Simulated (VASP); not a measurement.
# Hf (Fm-3m) in VASP: a series of runs

Runs on Hf. Level: LDA. Tasks: electric field gradients.

All numbers are computed with VASP 6.6.1; they aren't measurements. Logs are shortened: lines on timing, memory, paths and dates and some standing lists are left out, and cuts for length are marked.

### 1 The cell of the first run

Symmetry: Fm-3m, No. 225, cubic system. Conventional cell: a = 4.425 Å, b = 4.425 Å, c = 4.425 Å, α = 90.00°, β = 90.00°, γ = 90.00°. Hf (site symmetry m-3m) has 12 Hf at 3.13 Å within 4.1 Å.

### 2 Electric field gradients, LDA (volume scaled by 0.99)

Contents of INCAR:

```
PREC     = Accurate       # precision mode
ENCUT    = 520            # plane-wave cutoff, eV
EDIFF    = 1E-8           # SCF threshold, eV
ISMEAR   = -1             # smearing method
SIGMA    = 0.03           # smearing width, eV
LREAL    = False          # projectors in reciprocal space
LASPH    = True           # aspherical terms in the spheres
NELM     = 100            # most SCF steps
ALGO     = Normal         # electronic algorithm
ISIF     = 2              # what is computed and relaxed
LWAVE    = False          # write WAVECAR
LCHARG   = False          # write CHGCAR
LEFG     = True         
NBANDS   = 11             # bands
```

Contents of KPOINTS:

```
Automatic mesh
0
Gamma
  13 13 13
```

Contents of POSCAR:

```
Hf
1.0
    0.0000000000      2.2125751954      2.2125751954
    2.2125751954      0.0000000000      2.2125751954
    2.2125751954      2.2125751954      0.0000000000
Hf
1
Direct
    0.0000000000      0.0000000000      0.0000000000
```

Potentials or basis: VASP PAW LDA potentials, release 64 (Hf_pv).

Started as:

```bash
> cat potpaw_LDA.64/Hf_pv/POTCAR > POTCAR
> mpirun -np 1 vasp_std > vasp.out
```

OUTCAR:

```text
PREC = Accurate
   ENCUT = 520
   EDIFF = 1E-8
   ISMEAR = -1
   LREAL = False
   LASPH = True
   NELM = 100
   ISIF = 2

 ion  position               nearest neighbor table
   1  0.000  0.000  0.000-

  LATTYP: Found a face centered cubic cell.
 ALAT       =     4.4251503908

  Lattice vectors:

 A1 = (   0.0000000000,   2.2125751954,   2.2125751954)
 A2 = (   2.2125751954,   0.0000000000,   2.2125751954)
 A3 = (   2.2125751954,   2.2125751954,   0.0000000000)

Analysis of symmetry for initial positions (statically):
=====================================================================
 Subroutine PRICEL returns:
 Original cell was already a primitive cell.

 Routine SETGRP: Setting up the symmetry group for a
 face centered cubic supercell.

 Subroutine GETGRP returns: Found 48 space group operations
 (whereof 48 operations were pure point group operations)
 out of a pool of 48 trial point group operations.

The static configuration has the point symmetry O_h .

Analysis of symmetry for dynamics (positions and initial velocities):
=====================================================================
 Subroutine PRICEL returns:
 Original cell was already a primitive cell.

 Routine SETGRP: Setting up the symmetry group for a
 face centered cubic supercell.

 Subroutine GETGRP returns: Found 48 space group operations
 (whereof 48 operations were pure point group operations)
 out of a pool of 48 trial point group operations.

The dynamic configuration has the point symmetry O_h .

 Subroutine INISYM returns: Found 48 space group operations
 (whereof 48 operations are pure point group operations),
 and found     1 'primitive' translations

----------------------------------------------------------------------------------------

                                     Primitive cell

  volume of cell :      21.6633

  direct lattice vectors                    reciprocal lattice vectors
     0.000000000  2.212575195  2.212575195    -0.225981020  0.225981020  0.225981020
     2.212575195  0.000000000  2.212575195     0.225981020 -0.225981020  0.225981020
     2.212575195  2.212575195  0.000000000     0.225981020  0.225981020 -0.225981020

  length of vectors
     3.129053849  3.129053849  3.129053849     0.391410609  0.391410609  0.391410609

  position of ions in fractional coordinates (direct lattice)
     0.000000000  0.000000000  0.000000000

  ion indices of the primitive-cell ions
   primitive index   ion index
                 1           1

----------------------------------------------------------------------------------------

 KPOINTS: Automatic mesh

Automatic generation of k-mesh.
 Grid dimensions read from file:
 generate k-points for:   13   13   13

 Generating k-lattice:

  Cartesian coordinates                     Fractional coordinates (reciprocal lattice)
    -0.017383155  0.017383155  0.017383155     0.076923077  0.000000000  0.000000000
     0.017383155 -0.017383155  0.017383155     0.000000000  0.076923077  0.000000000
     0.017383155  0.017383155 -0.017383155     0.000000000  0.000000000  0.076923077

  Length of vectors
     0.030108508  0.030108508  0.030108508

  Shift w.r.t. Gamma in fractional coordinates (k-lattice)
     0.000000000  0.000000000  0.000000000

 Subroutine IBZKPT returns following result:
 ===========================================

 Found     84 irreducible k-points:

 Following reciprocal coordinates:
            Coordinates               Weight
  0.000000  0.000000  0.000000      1.000000
  0.076923  0.000000  0.000000      8.000000
  0.153846  0.000000  0.000000      8.000000
  0.230769  0.000000  0.000000      8.000000
  0.307692  0.000000  0.000000      8.000000
  0.384615  0.000000  0.000000      8.000000
[... 16 lines left out ...]
  0.384615  0.153846  0.000000     24.000000
  0.461538  0.153846  0.000000     24.000000
 [... further k-points ...]
   k-points           NKPTS =     84   k-points in BZ     NKDIM =     84   number of bands    NBANDS=     11
   number of dos      NEDOS =    301   number of ions     NIONS =      1
   total plane-waves  NPLWV =  13824
   dimension x,y,z NGX =    24 NGY =   24 NGZ =   24
   dimension x,y,z NGXF=    48 NGYF=   48 NGZF=   48
   ions per type =               1
   NGX,Y,Z   is equivalent  to a cutoff of  12.75, 12.75, 12.75 a.u.
   NGXF,Y,Z  is equivalent  to a cutoff of  25.50, 25.50, 25.50 a.u.
 SYSTEM =  unknown system
   PREC   = accura    normal or accurate (medium, high low for compatibility)
   ISTART =      0    job   : 0-new  1-cont  2-samecut
   ICHARG =      2    charge: 1-file 2-atom 10-const
   ISPIN  =      1    spin polarized calculation?
   LNONCOLLINEAR =      F non collinear calculations
   LSORBIT =      F    spin-orbit coupling
   LASPH  =      T    aspherical Exc in radial PAW
   ENCUT  =  520.0 eV  38.22 Ry    6.18 a.u.   5.82  5.82  5.82*2*pi/ulx,y,z
   NELM   =    100;   NELMIN=  2; NELMDL= -5     # of ELM steps
   EDIFF  = 0.1E-07   stopping-criterion for ELM
   LREAL  =      F    real-space projection
   EDIFFG = 0.1E-06   stopping-criterion for IOM
   NSW    =      0    number of steps for IOM
   IBRION =     -1    ionic relax: 0-MD 1-quasi-New 2-CG
   NFREE  =      0    steps in history (QN), initial steepest desc. (CG)
   ISIF   =      2    stress and relaxation
   ISYM   =      2    0-nonsym 1-usesym 2-fastsym
   POTIM  = 0.5000    time-step for ionic-motion
   TEBEG  =    0.0;   TEEND  =   0.0 temperature during run
   PSTRESS=    0.0 pullay stress
   NELECT =      10.0000    total number of electrons
   NUPDOWN=      -1.0000    fix difference up-down
   EMIN   =  10.00;   EMAX   =-10.00  energy-range for DOS
   EFERMI =   0.00;   METHOD = LEGACY
   ISMEAR =    -1;   SIGMA  =   0.03  broadening in eV -4-tet -1-fermi 0-gaus
   EFERMI_NEDOS =   21; number of points for ismear=-14 and -15
   IALGO  =     38    algorithm
   IMIX   =      4    mixing-type and parameters
     AMIX     =   0.40;   BMIX     =  1.00
     AMIX_MAG =   1.60;   BMIX_MAG =  1.00
  volume/ion in A,a.u.               =      21.66       146.19
  Fermi-wavevector in a.u.,A,eV,Ry     =   1.265222  2.390923 21.780031  1.600787
  Thomas-Fermi vector in A             =   2.398487
   LORBIT       =      0    0 simple, 1 ext, 2 COOP (PROOUT), +10 PAW based schemes
   GGA     = CA    functional components
   LHFCALC =     F    Hartree Fock is set to
   AEXX    =    0.0000 exact exchange contribution
   IVDW    =     0    specifies the selected vdW correction
   LEPSILON=     F    determine dielectric tensor
   LRPA    =     F    only Hartree local field effects (RPA)
 non-spin polarized calculation
  energy-cutoff  :      520.00
  volume of cell :       21.66
 maximum number of plane-waves:       594
   NGX = 11   NGY = 11   NGZ = 11

 number of electron      10.0000000 magnetization

 Free energy of the ion-electron system (eV)
  ---------------------------------------------------
  ext. energy  EPLUGINS =         0.00000000
  ---------------------------------------------------
  free energy    TOTEN  =       -10.61880457 eV

  energy without entropy =      -10.61392117  energy(sigma->0) =      -10.61636287

 E-fermi :   4.8372     XC(G=0): -11.6198

 val. band max:        4.8123346514   @ k =  -0.3077   0.3077   0.0769
 cond. band min:       4.8441868176   @ k =  -0.3077   0.3077   0.0000
 fundamental gap:      0.0318521663
 Fermi energy:         4.8372057385

 k-point     1 :       0.0000    0.0000    0.0000
  band No.  band energies     occupation
      1     -24.9061      2.00000
      2     -24.9061      2.00000
      3     -24.9061      2.00000
      4      -2.4103      2.00000
      5       6.1817      0.00000
      6       6.1817      0.00000
      7       6.1817      0.00000
      8       9.0472      0.00000
      9       9.0472      0.00000
     10      16.3732      0.00000
     11      17.0593      0.00000

 k-point     2 :       0.0769    0.0000    0.0000
  band No.  band energies     occupation
      1     -24.9629      2.00000
      2     -24.9132      2.00000
      3     -24.9132      2.00000
      4      -2.1946      2.00000
      5       5.9716      0.00000
      6       6.2839      0.00000
      7       6.2839      0.00000
      8       8.9366      0.00000
      9       8.9366      0.00000
     10      16.8448      0.00000
     11      17.0589      0.00000
[... 295 lines left out ...]
 k-point    24 :       0.4615    0.1538    0.0000
  band No.  band energies     occupation
      1     -25.7147      2.00000
      2     -25.1320      2.00000
      3     -25.0768      2.00000
      4       1.6549      2.00000
      5       4.4227      2.00000
      6       5.4718      0.00000
      7       6.7777      0.00000
      8      10.9943      0.00000
      9      11.3695      0.00000
     10      14.7042      0.00000
     11      17.0680      0.00000

 [... further k-points ...]
[... 5 lines left out ...]
  --------------------------------------------------------------------------------------
  -------------------------------------------------------------------------------------
  Total       -0.6059789     -0.6059789     -0.6059789      0.0000000     -0.0000000      0.0000000
  in kB      -44.8171246    -44.8171246    -44.8171246      0.0000000     -0.0000000      0.0000000
  external PRESSURE =     -44.8171246 kB  Pullay stress =       0.0000000 kB

 VOLUME and BASIS-vectors are now :
 -----------------------------------------------------------------------------
  energy-cutoff  :      520.00
  volume of cell :       21.66
      direct lattice vectors                 reciprocal lattice vectors
     0.000000000  2.212575195  2.212575195    -0.225981020  0.225981020  0.225981020
     2.212575195  0.000000000  2.212575195     0.225981020 -0.225981020  0.225981020
     2.212575195  2.212575195  0.000000000     0.225981020  0.225981020 -0.225981020

 POSITION                                       TOTAL-FORCE (eV/Angst)
 -----------------------------------------------------------------------------------
      0.00000      0.00000      0.00000         0.000000      0.000000      0.000000
 -----------------------------------------------------------------------------------
    total drift:                               -0.000000      0.000000     -0.000000

  FREE ENERGIE OF THE ION-ELECTRON SYSTEM (eV)
  ---------------------------------------------------
  free  energy   TOTEN  =       -10.6188045684 eV

  energy  without entropy=      -10.6139211710  energy(sigma->0) =      -10.61636287

 Electric field gradients (V/A^2)
---------------------------------------------------------------------
 ion       V_xx      V_yy      V_zz      V_xy      V_xz      V_yz
---------------------------------------------------------------------
   1      -0.000     0.000    -0.000    -0.000    -0.000    -0.000
---------------------------------------------------------------------

 Electric field gradients after diagonalization (V/A^2)
 (convention: |V_zz| > |V_xx| > |V_yy|)
----------------------------------------------------------------------
 ion       V_xx      V_yy      V_zz     asymmetry (V_yy - V_xx)/ V_zz
----------------------------------------------------------------------
   1       0.000     0.000    -0.000       0.000
----------------------------------------------------------------------

           NMR quadrupolar parameters

 Cq : quadrupolar parameter    Cq=e*Q*V_zz/h
 eta: asymmetry parameters     (V_yy - V_xx)/ V_zz
 Q  : nuclear electric quadrupole moment in mb (millibarn)
----------------------------------------------------------------------
 ion       Cq(MHz)       eta       Q (mb)
----------------------------------------------------------------------
   1      -0.000       0.000       1.000
----------------------------------------------------------------------
```

Wall time 7 s (1 thread of Intel Xeon 6975P-C, shared host); peak memory 0.14 GiB.

What came out:

| Property | Result |
| --- | --- |
| Free energy | -10.6188 eV |
| Pressure | -4.5 GPa |
| Band gap on the k mesh | zero (band 5 reaches 6.18 eV, above the bottom of band 6 at 4.28 eV) |

Caveat: without QUAD_EFG the Cq values of the log hold for a quadrupole moment of 1 mb, not for the nuclei; spin-orbit coupling is left out, which moves the levels of the heavy elements.

### 3 Electric field gradients, LDA (volume scaled by 0.99)

Contents of INCAR:

```
SYSTEM = Hf
PREC     = Accurate       ! precision mode
ENCUT    = 520            ! plane-wave cutoff, eV
EDIFF    = 1E-8           ! SCF threshold, eV
ISMEAR   = -1             ! smearing method
SIGMA    = 0.03           ! smearing width, eV
LREAL    = .FALSE.        ! projectors in reciprocal space
LASPH    = .TRUE.         ! aspherical terms in the spheres
NELM     = 100            ! most SCF steps
ALGO     = Normal         ! electronic algorithm
ISIF     = 2              ! what is computed and relaxed
LWAVE    = .FALSE.        ! write WAVECAR
LCHARG   = .FALSE.        ! write CHGCAR
LEFG     = .TRUE.       
NBANDS   = 11             ! bands
```

Contents of KPOINTS:

```
Automatic mesh
0
G
  13 13 13
  0 0 0
```

POSCAR is that of step 2.

Potentials or basis: VASP PAW LDA potentials, release 64 (Hf_pv).

Started as:

```bash
> cat potpaw_LDA.64/Hf_pv/POTCAR > POTCAR
> mpirun -np 1 vasp_std > vasp.out
```

OUTCAR:

```text
SYSTEM = Hf
   PREC = Accurate
   ENCUT = 520
   EDIFF = 1E-8
   ISMEAR = -1
   LREAL = .FALSE.
   LASPH = .TRUE.
   NELM = 100
   ISIF = 2

 ion  position               nearest neighbor table
   1  0.000  0.000  0.000-

  LATTYP: Found a face centered cubic cell.
 ALAT       =     4.4251503908

  Lattice vectors:

 A1 = (   0.0000000000,   2.2125751954,   2.2125751954)
 A2 = (   2.2125751954,   0.0000000000,   2.2125751954)
 A3 = (   2.2125751954,   2.2125751954,   0.0000000000)

Analysis of symmetry for initial positions (statically):
=====================================================================
 Subroutine PRICEL returns:
 Original cell was already a primitive cell.

 Routine SETGRP: Setting up the symmetry group for a
 face centered cubic supercell.

 Subroutine GETGRP returns: Found 48 space group operations
 (whereof 48 operations were pure point group operations)
 out of a pool of 48 trial point group operations.

The static configuration has the point symmetry O_h .

Analysis of symmetry for dynamics (positions and initial velocities):
=====================================================================
 Subroutine PRICEL returns:
 Original cell was already a primitive cell.

 Routine SETGRP: Setting up the symmetry group for a
 face centered cubic supercell.

 Subroutine GETGRP returns: Found 48 space group operations
 (whereof 48 operations were pure point group operations)
 out of a pool of 48 trial point group operations.

The dynamic configuration has the point symmetry O_h .

 Subroutine INISYM returns: Found 48 space group operations
 (whereof 48 operations are pure point group operations),
 and found     1 'primitive' translations

[... 152 lines left out ...]
      5       6.1817      0.00000
      6       6.1817      0.00000
      7       6.1817      0.00000
      8       9.0472      0.00000
      9       9.0472      0.00000
     10      16.3732      0.00000
     11      17.0593      0.00000
[... 309 lines left out ...]
 k-point    24 :       0.4615    0.1538    0.0000
  band No.  band energies     occupation
      1     -25.7147      2.00000
      2     -25.1320      2.00000
      3     -25.0768      2.00000
      4       1.6549      2.00000
      5       4.4227      2.00000
      6       5.4718      0.00000
      7       6.7777      0.00000
      8      10.9943      0.00000
      9      11.3695      0.00000
     10      14.7042      0.00000
     11      17.0680      0.00000

 [... further k-points ...]
[... 5 lines left out ...]
  --------------------------------------------------------------------------------------
  -------------------------------------------------------------------------------------
  Total       -0.6059789     -0.6059789     -0.6059789      0.0000000     -0.0000000      0.0000000
  in kB      -44.8171246    -44.8171246    -44.8171246      0.0000000     -0.0000000      0.0000000
  external PRESSURE =     -44.8171246 kB  Pullay stress =       0.0000000 kB

 VOLUME and BASIS-vectors are now :
 -----------------------------------------------------------------------------
  energy-cutoff  :      520.00
  volume of cell :       21.66
      direct lattice vectors                 reciprocal lattice vectors
     0.000000000  2.212575195  2.212575195    -0.225981020  0.225981020  0.225981020
     2.212575195  0.000000000  2.212575195     0.225981020 -0.225981020  0.225981020
     2.212575195  2.212575195  0.000000000     0.225981020  0.225981020 -0.225981020

 POSITION                                       TOTAL-FORCE (eV/Angst)
 -----------------------------------------------------------------------------------
      0.00000      0.00000      0.00000         0.000000      0.000000      0.000000
 -----------------------------------------------------------------------------------
    total drift:                               -0.000000      0.000000     -0.000000

  FREE ENERGIE OF THE ION-ELECTRON SYSTEM (eV)
  ---------------------------------------------------
  free  energy   TOTEN  =       -10.6188045684 eV

  energy  without entropy=      -10.6139211710  energy(sigma->0) =      -10.61636287

 Electric field gradients (V/A^2)
---------------------------------------------------------------------
 ion       V_xx      V_yy      V_zz      V_xy      V_xz      V_yz
---------------------------------------------------------------------
   1      -0.000     0.000    -0.000    -0.000    -0.000    -0.000
---------------------------------------------------------------------

 Electric field gradients after diagonalization (V/A^2)
 (convention: |V_zz| > |V_xx| > |V_yy|)
----------------------------------------------------------------------
 ion       V_xx      V_yy      V_zz     asymmetry (V_yy - V_xx)/ V_zz
----------------------------------------------------------------------
   1       0.000     0.000    -0.000       0.000
----------------------------------------------------------------------

           NMR quadrupolar parameters

 Cq : quadrupolar parameter    Cq=e*Q*V_zz/h
 eta: asymmetry parameters     (V_yy - V_xx)/ V_zz
 Q  : nuclear electric quadrupole moment in mb (millibarn)
----------------------------------------------------------------------
 ion       Cq(MHz)       eta       Q (mb)
----------------------------------------------------------------------
   1      -0.000       0.000       1.000
----------------------------------------------------------------------
```

OSZICAR:

```text
N       E                     dE             d eps       ncg     rms          rms(c)
DAV:   1     0.126965909404E+02    0.12697E+02   -0.57580E+03  1856   0.842E+02
DAV:   2    -0.105254703861E+02   -0.23222E+02   -0.22445E+02  2308   0.155E+02
DAV:   3    -0.109687659201E+02   -0.44330E+00   -0.43922E+00  2349   0.149E+01
DAV:   4    -0.109703170231E+02   -0.15511E-02   -0.15509E-02  2048   0.105E+00
DAV:   5    -0.109703249411E+02   -0.79181E-05   -0.79177E-05  2362   0.689E-02    0.463E+01
DAV:   6    -0.107122400859E+02    0.25808E+00   -0.21197E-01  2121   0.326E+00    0.276E+01
DAV:   7    -0.106233993760E+02    0.88841E-01   -0.32916E-01  2097   0.388E+00    0.135E+00
DAV:   8    -0.106187884148E+02    0.46110E-02   -0.22736E-02  2082   0.107E+00    0.193E-01
DAV:   9    -0.106188057486E+02   -0.17334E-04   -0.27914E-04  2194   0.146E-01    0.455E-02
DAV:  10    -0.106188051901E+02    0.55848E-06   -0.18114E-05  2139   0.308E-02    0.488E-02
DAV:  11    -0.106188045664E+02    0.62369E-06   -0.15489E-06  2176   0.957E-03    0.242E-03
DAV:  12    -0.106188045684E+02   -0.19260E-08   -0.24465E-08  2093   0.141E-03
   1 F= -.10618805E+02 E0= -.10616363E+02  d E =-.488340E-02
```

Run time: 6.7 s. Hardware: 1 thread of Intel Xeon 6975P-C, shared host; peak memory 0.14 GiB.

Results:

```
Free energy            : -10.6188 eV
Pressure               : -4.5 GPa
Band gap on the k mesh : zero (band 5 reaches 6.18 eV, above the bottom of band 6 at 4.28 eV)
```

Caveat: without QUAD_EFG the Cq values of the log hold for a quadrupole moment of 1 mb, not for the nuclei; spin-orbit coupling is left out, which moves the levels of the heavy elements.

(Part 1 of 2 ends here.)
